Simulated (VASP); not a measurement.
# C (P6_222) in VASP: notebook

Runs on C. Level: PBE. Tasks: single point, relaxation of cell and atoms.

Program: VASP 6.6.1. These are calculated values, not measurements. Logs are shortened: lines on timing, memory, paths and dates and some standing lists are left out, and cuts for length are marked.

## 1. The cell of the first run

The structure is hexagonal, space group P6_222 (No. 180). The conventional cell has a = 3.129 Å, b = 3.129 Å, c = 6.932 Å, α = 90.00°, β = 90.00°, γ = 120.00°. C (site symmetry 2) has 5 C at 1.52 to 1.99 Å within 2.0 Å. Within 2.0 Å of C (site symmetry 222) lie 4 C at 1.52 Å.

The cell was generated, and may not be a known phase.

## 2. Single point, PBE

INCAR

```
PREC = Accurate
ENCUT = 520
EDIFF = 1E-7
ISMEAR = 0
SIGMA = 0.1
LREAL = F
LASPH = T
NELM = 60
ALGO = Normal
ISIF = 2
LWAVE = F
LCHARG = T
GGA = PE
LELF = T
LVHAR = T
NBANDS = 28
```

KPOINTS

```
regular mesh
0
Gamma
  12 12 6
```

POSCAR

```
C
1.0
    3.1289927554      0.0000000000      0.0000000000
   -1.5644963777      2.7097872144      0.0000000000
    0.0000000000      0.0000000000      6.9319818049
C
9
Direct
    0.8164879632      0.1835120368      0.8333333333
    0.8164879632      0.6329759264      0.5000000000
    0.3670240736      0.1835120368      0.1666666667
    0.0000000000      0.0000000000      0.6666666667
    0.0000000000      0.0000000000      0.3333333333
    0.0000000000      0.0000000000      0.0000000000
    0.1835120368      0.8164879632      0.8333333333
    0.1835120368      0.3670240736      0.5000000000
    0.6329759264      0.8164879632      0.1666666667
```

Potentials or basis: VASP PAW PBE potentials, release 64 (C).

Run with:

```console
$ cat potpaw_PBE.64/C/POTCAR > POTCAR
$ mpirun -np 1 vasp_std > vasp.out
```

OUTCAR:

```text
PREC = Accurate
   ENCUT = 520
   EDIFF = 1E-7
   ISMEAR = 0
   LREAL = F
   LASPH = T
   NELM = 60
   ISIF = 2
   GGA = PE

 ion  position               nearest neighbor table
   1  0.816  0.184  0.833-   4 1.52   6 1.52   7 1.72   7 1.72   7 1.99
   2  0.816  0.633  0.500-   4 1.52   5 1.52   8 1.72   8 1.72   8 1.99
   3  0.367  0.184  0.167-   5 1.52   6 1.52   9 1.72   9 1.72   9 1.99
   4  0.000  0.000  0.667-   1 1.52   7 1.52   2 1.52   8 1.52
   5  0.000  0.000  0.333-   3 1.52   9 1.52   8 1.52   2 1.52
   6  0.000  0.000  0.000-   3 1.52   9 1.52   7 1.52   1 1.52
   7  0.184  0.816  0.833-   4 1.52   6 1.52   1 1.72   1 1.72   1 1.99
   8  0.184  0.367  0.500-   4 1.52   5 1.52   2 1.72   2 1.72   2 1.99
   9  0.633  0.816  0.167-   5 1.52   6 1.52   3 1.72   3 1.72   3 1.99

  LATTYP: Found a hexagonal cell.
 ALAT       =     3.1289927554
 C/A-ratio  =     2.2154035969

  Lattice vectors:

 A1 = (   3.1289927554,   0.0000000000,   0.0000000000)
 A2 = (  -1.5644963777,   2.7097872144,   0.0000000000)
 A3 = (   0.0000000000,   0.0000000000,   6.9319818049)

Analysis of symmetry for initial positions (statically):
=====================================================================
 Subroutine PRICEL returns:
 Original cell was already a primitive cell.

 Routine SETGRP: Setting up the symmetry group for a
 hexagonal supercell.

 Subroutine GETGRP returns: Found 12 space group operations
 (whereof  4 operations were pure point group operations)
 out of a pool of 24 trial point group operations.

The static configuration has the point symmetry D_2 .
 The point group associated with its full space group is D_6 .

Analysis of symmetry for dynamics (positions and initial velocities):
=====================================================================
 Subroutine PRICEL returns:
 Original cell was already a primitive cell.

 Routine SETGRP: Setting up the symmetry group for a
 hexagonal supercell.

 Subroutine GETGRP returns: Found 12 space group operations
 (whereof  4 operations were pure point group operations)
 out of a pool of 24 trial point group operations.

The dynamic configuration has the point symmetry D_2 .
 The point group associated with its full space group is D_6 .

 Subroutine INISYM returns: Found 12 space group operations
 (whereof  4 operations are pure point group operations),
 and found     1 'primitive' translations

----------------------------------------------------------------------------------------

                                     Primitive cell

  volume of cell :      58.7756

  direct lattice vectors                    reciprocal lattice vectors
     3.128992755  0.000000000  0.000000000     0.319591664  0.184516333  0.000000000
    -1.564496378  2.709787214  0.000000000     0.000000000  0.369032666  0.000000000
     0.000000000  0.000000000  6.931981805     0.000000000  0.000000000  0.144258890

  length of vectors
     3.128992755  3.128992755  6.931981805     0.369032666  0.369032666  0.144258890

  position of ions in fractional coordinates (direct lattice)
     0.816487963  0.183512037  0.833333333
     0.816487963  0.632975926  0.500000000
     0.367024074  0.183512037  0.166666667
     0.000000000  0.000000000  0.666666667
     0.000000000  0.000000000  0.333333333
     0.000000000  0.000000000  0.000000000
     0.183512037  0.816487963  0.833333333
     0.183512037  0.367024074  0.500000000
     0.632975926  0.816487963  0.166666667

  ion indices of the primitive-cell ions
   primitive index   ion index
                 1           1
                 2           2
                 3           3
                 4           4
                 5           5
                 6           6
                 7           7
                 8           8
                 9           9

----------------------------------------------------------------------------------------

 KPOINTS: regular mesh

Automatic generation of k-mesh.
 Grid dimensions read from file:
 generate k-points for:   12   12    6

 Generating k-lattice:

  Cartesian coordinates                     Fractional coordinates (reciprocal lattice)
     0.026632639  0.015376361  0.000000000     0.083333333  0.000000000  0.000000000
     0.000000000  0.030752722  0.000000000     0.000000000  0.083333333  0.000000000
     0.000000000  0.000000000  0.024043148     0.000000000  0.000000000  0.166666667

  Length of vectors
     0.030752722  0.030752722  0.024043148

  Shift w.r.t. Gamma in fractional coordinates (k-lattice)
     0.000000000  0.000000000  0.000000000

 Subroutine IBZKPT returns following result:
 ===========================================

 Found     76 irreducible k-points:

 Following reciprocal coordinates:
            Coordinates               Weight
  0.000000  0.000000  0.000000      1.000000
  0.083333 -0.000000  0.000000      6.000000
  0.166667 -0.000000  0.000000      6.000000
  0.250000 -0.000000  0.000000      6.000000
  0.333333 -0.000000  0.000000      6.000000
  0.416667 -0.000000  0.000000      6.000000
[... 16 lines left out ...]
  0.250000 -0.000000  0.166667     12.000000
  0.333333 -0.000000  0.166667     12.000000
 [... further k-points ...]
   k-points           NKPTS =     76   k-points in BZ     NKDIM =     76   number of bands    NBANDS=     28
   number of dos      NEDOS =    301   number of ions     NIONS =      9
   total plane-waves  NPLWV =  31104
   dimension x,y,z NGX =    24 NGY =   24 NGZ =   54
   dimension x,y,z NGXF=    48 NGYF=   48 NGZF=  108
   ions per type =               9
   NGX,Y,Z   is equivalent  to a cutoff of  12.75, 12.75, 12.95 a.u.
   NGXF,Y,Z  is equivalent  to a cutoff of  25.50, 25.50, 25.90 a.u.
 SYSTEM =  unknown system
   PREC   = accura    normal or accurate (medium, high low for compatibility)
   ISTART =      0    job   : 0-new  1-cont  2-samecut
   ICHARG =      2    charge: 1-file 2-atom 10-const
   ISPIN  =      1    spin polarized calculation?
   LNONCOLLINEAR =      F non collinear calculations
   LSORBIT =      F    spin-orbit coupling
   LASPH  =      T    aspherical Exc in radial PAW
   ENCUT  =  520.0 eV  38.22 Ry    6.18 a.u.   5.82  5.82 12.89*2*pi/ulx,y,z
   NELM   =     60;   NELMIN=  2; NELMDL= -5     # of ELM steps
   EDIFF  = 0.1E-06   stopping-criterion for ELM
   LREAL  =      F    real-space projection
   EDIFFG = 0.1E-05   stopping-criterion for IOM
   NSW    =      0    number of steps for IOM
   IBRION =     -1    ionic relax: 0-MD 1-quasi-New 2-CG
   NFREE  =      0    steps in history (QN), initial steepest desc. (CG)
   ISIF   =      2    stress and relaxation
   ISYM   =      2    0-nonsym 1-usesym 2-fastsym
   POTIM  = 0.5000    time-step for ionic-motion
   TEBEG  =    0.0;   TEEND  =   0.0 temperature during run
   PSTRESS=    0.0 pullay stress
   NELECT =      36.0000    total number of electrons
   NUPDOWN=      -1.0000    fix difference up-down
   EMIN   =  10.00;   EMAX   =-10.00  energy-range for DOS
   EFERMI =   0.00;   METHOD = LEGACY
   ISMEAR =     0;   SIGMA  =   0.10  broadening in eV -4-tet -1-fermi 0-gaus
   EFERMI_NEDOS =   21; number of points for ismear=-14 and -15
   IALGO  =     38    algorithm
   IMIX   =      4    mixing-type and parameters
     AMIX     =   0.40;   BMIX     =  1.00
     AMIX_MAG =   1.60;   BMIX_MAG =  1.00
  volume/ion in A,a.u.               =       6.53        44.07
  Fermi-wavevector in a.u.,A,eV,Ry     =   1.390305  2.627295 26.299337  1.932947
  Thomas-Fermi vector in A             =   2.514252
   LORBIT       =      0    0 simple, 1 ext, 2 COOP (PROOUT), +10 PAW based schemes
   GGA     = PE    functional components
   LHFCALC =     F    Hartree Fock is set to
   AEXX    =    0.0000 exact exchange contribution
   IVDW    =     0    specifies the selected vdW correction
   LEPSILON=     F    determine dielectric tensor
   LRPA    =     F    only Hartree local field effects (RPA)
 non-spin polarized calculation
 Gauss-broadening in eV      SIGMA  =   0.10
  energy-cutoff  :      520.00
  volume of cell :       58.78
 maximum number of plane-waves:      1598
 NGX is ok and might be reduce to    24
   NGX = 11   NGY = 11   NGZ = 25

 number of electron      35.9999999 magnetization

 Free energy of the ion-electron system (eV)
  ---------------------------------------------------
  ext. energy  EPLUGINS =         0.00000000
  ---------------------------------------------------
  free energy    TOTEN  =       -71.08277532 eV

  energy without entropy =      -71.07653702  energy(sigma->0) =      -71.07965617

 E-fermi :   8.8283     XC(G=0): -12.4282

 val. band max:        8.8080022528   @ k =   0.4167  -0.0000   0.5000
 cond. band min:       8.8441265324   @ k =   0.3333  -0.0000   0.0000
 fundamental gap:      0.0361242796
 Fermi energy:         8.8282735272

 k-point     1 :       0.0000    0.0000    0.0000
  band No.  band energies     occupation
      1     -12.7886      2.00000
      2     -10.5215      2.00000
      3     -10.5215      2.00000
      4      -3.2540      2.00000
      5      -3.2540      2.00000
      6       0.9361      2.00000
[... 20 lines left out ...]
     27      15.4409      0.00000
     28      16.0126      0.00000

 k-point     2 :       0.0833   -0.0000    0.0000
  band No.  band energies     occupation
      1     -12.6932      2.00000
      2     -10.4336      2.00000
      3     -10.4290      2.00000
      4      -3.1805      2.00000
      5      -3.1708      2.00000
      6      -0.5385      2.00000
[... 20 lines left out ...]
     27      15.8187      0.00000
     28      16.1023      0.00000

 k-point     3 :       0.1667   -0.0000    0.0000
  band No.  band energies     occupation
      1     -12.4122      2.00000
      2     -10.1758      2.00000
      3     -10.1558      2.00000
      4      -2.9769      2.00000
      5      -2.9274      2.00000
      6      -2.2064      2.00000
[... 616 lines left out ...]
      3      -9.0124      2.00000
      4      -3.9035      2.00000
      5      -3.7415      2.00000
      6      -2.1989      2.00000
[... 20 lines left out ...]
     27      16.9139      0.00000
     28      17.6858      0.00000

 k-point    24 :       0.3333   -0.0000    0.1667
  band No.  band energies     occupation
      1     -11.3363      2.00000
      2      -9.8527      2.00000
      3      -8.4973      2.00000
      4      -5.2605      2.00000
      5      -3.6248      2.00000
      6      -3.1797      2.00000
[... 20 lines left out ...]
     27      17.1237      0.00000
     28      17.5972      0.00000

 [... further k-points ...]
[... 5 lines left out ...]
  --------------------------------------------------------------------------------------
  -------------------------------------------------------------------------------------
  Total        0.1003314      0.1003314      0.3447738     -0.0000000     -0.0000000      0.0000000
  in kB        2.7349558      2.7349558      9.3982653     -0.0000000     -0.0000000      0.0000000
  external PRESSURE =       4.9560590 kB  Pullay stress =       0.0000000 kB

 VOLUME and BASIS-vectors are now :
 -----------------------------------------------------------------------------
  energy-cutoff  :      520.00
  volume of cell :       58.78
      direct lattice vectors                 reciprocal lattice vectors
     3.128992755  0.000000000  0.000000000     0.319591664  0.184516333  0.000000000
    -1.564496378  2.709787214  0.000000000     0.000000000  0.369032666  0.000000000
     0.000000000  0.000000000  6.931981805     0.000000000  0.000000000  0.144258890

 POSITION                                       TOTAL-FORCE (eV/Angst)
 -----------------------------------------------------------------------------------
      2.26768      0.49728      5.77665        -0.040945      0.023639     -0.000000
      1.56450      1.71523      3.46599        -0.000000     -0.047279      0.000000
      0.86131      0.49728      1.15533         0.040945      0.023639      0.000000
      0.00000      0.00000      4.62132         0.000000     -0.000000      0.000000
      0.00000      0.00000      2.31066         0.000000     -0.000000      0.000000
      0.00000      0.00000      0.00000         0.000000     -0.000000      0.000000
     -0.70318      2.21251      5.77665         0.040945     -0.023639     -0.000000
      0.00000      0.99456      3.46599         0.000000      0.047279      0.000000
      0.70318      2.21251      1.15533        -0.040945     -0.023639      0.000000
 -----------------------------------------------------------------------------------
    total drift:                               -0.000000      0.000000     -0.000000

  FREE ENERGIE OF THE ION-ELECTRON SYSTEM (eV)
  ---------------------------------------------------
  free  energy   TOTEN  =       -71.0827753166 eV

  energy  without entropy=      -71.0765370194  energy(sigma->0) =      -71.07965617
```

Wall time 3 min (1 thread of Intel Xeon 8259CL, shared host); peak memory 0.22 GiB.

Results:

| Quantity | Value |
| --- | --- |
| Free energy | -71.0828 eV |
| Pressure | 0.5 GPa |
| Largest force | 0.047 eV/Å |
| Band gap on the k mesh | zero (bands 18 and 19 overlap by 0.04 eV) |

Forces in eV/Å, atoms in the order of the input:
```
C   -0.041  0.024  0.000
C    0.000 -0.047  0.000
C    0.041  0.024  0.000
C    0.000  0.000  0.000
C    0.000  0.000  0.000
C    0.000  0.000  0.000
C    0.041 -0.024  0.000
C    0.000  0.047  0.000
C   -0.041 -0.024  0.000
```

## 3. Relaxation of cell and atoms, PBE

INCAR

```
SYSTEM = C
PREC     = Accurate       ! precision mode
ENCUT    = 600            ! plane-wave cutoff, eV
EDIFF    = 1E-6           ! SCF threshold, eV
ISMEAR   = 0              ! smearing method
SIGMA    = 0.1            ! smearing width, eV
LREAL    = .False.        ! projectors in reciprocal space
LASPH    = .True.         ! aspherical terms in the spheres
NELM     = 60             ! most SCF steps
ALGO     = Normal         ! electronic algorithm
ISIF     = 3              ! what is computed and relaxed
LWAVE    = .False.        ! write WAVECAR
LCHARG   = .False.        ! write CHGCAR
GGA      = PE             ! functional
IBRION   = 2              ! ionic algorithm
NSW      = 100            ! ionic steps
EDIFFG   = -0.01          ! ionic threshold
```

KPOINTS

```
Automatic mesh
0
Gamma
  12 12 6
  0 0 0
```

POSCAR

```
C
1.0
    3.1294534894      0.0000000000      0.0000000000
   -1.5647267447      2.7101862218      0.0000000000
    0.0000000000      0.0000000000      6.9324907194
C
9
Direct
    0.8165566102      0.1834433898      0.8333333333
    0.8165566102      0.6331132204      0.5000000000
    0.3668867796      0.1834433898      0.1666666667
    0.0000000000      0.0000000000      0.6666666667
    0.0000000000      0.0000000000      0.3333333333
    0.0000000000      0.0000000000      0.0000000000
    0.1834433898      0.8165566102      0.8333333333
    0.1834433898      0.3668867796      0.5000000000
    0.6331132204      0.8165566102      0.1666666667
```

Potentials or basis: VASP PAW PBE potentials, release 64 (C).

Run with:

```console
$ cat potpaw_PBE.64/C/POTCAR > POTCAR
$ mpirun -np 1 vasp_std > vasp.out
```

Wall time 6.8 min (1 thread of Intel Xeon 8259CL, shared host); peak memory 0.25 GiB.

The run converged. Its results:

| Property | Result |
| --- | --- |
| Free energy | -71.0988 eV |
| Relaxed volume | 6.52 Å³/atom |
| Relaxed cell | a = 3.127 Å, b = 3.127 Å, c = 6.934 Å, α = 90.00°, β = 90.00°, γ = 120.00° |
| Space group after relaxing (to 0.1 Å) | P6_222 (No. 180) |
| Energy gained by relaxing | 0.0 meV/atom |
| Ionic steps | 4 |
| Pressure after relaxing | 0.1 GPa |
| Band gap on the k mesh | zero (bands 18 and 19 overlap by 0.05 eV) |

The path:
```
step  energy change (eV)  largest force (eV/Å)  pressure (GPa)  volume (Å³)
   1              0.0000                0.0588           -0.03        58.80
   2              0.0003                0.0966           -0.58        58.79
   3             -0.0002                0.0044           -0.26        58.79
   4             -0.0003                0.0010            0.07        58.71
```

Final structure:
```
C
1.0
     3.12690    0.00000    0.00000
    -1.56345    2.70797    0.00000
     0.00000    0.00000    6.93389
C
9
Cartesian
  2.2653 0.4974 5.7782
  1.5634 1.7131 3.4669
  0.8616 0.4974 1.1556
  3.1269 0.0000 4.6226
  3.1269 0.0000 2.3113
  3.1269 0.0000 6.9339
  -0.7019 2.2105 5.7782
  0.0000 0.9949 3.4669
  0.7019 2.2105 1.1556
```

Levels at points of the mesh, in eV from the Fermi level:
```
           k point  band 14  band 15  band 16  band 17  band 18  band 19  band 20  band 21  band 22  band 23
(0.00, 0.00, 0.00)    -5.60    -5.11    -4.73    -3.83    -3.83     0.58     2.09     2.09     3.18     3.18
(0.50, 0.00, 0.00)    -5.46    -4.06    -2.97    -2.59    -0.66     0.68     3.82     5.64     6.41     6.69
(0.00, 0.00, 0.50)    -5.20    -5.20    -4.33    -3.76    -3.76     1.04     1.04     2.51     2.51     2.80
(0.50, 0.00, 0.50)    -6.10    -4.92    -3.62    -1.41    -0.52     0.11     4.37     5.26     5.72     5.74
```

The gap in the log of VASP goes by the Fermi energy; the results here count the filled bands.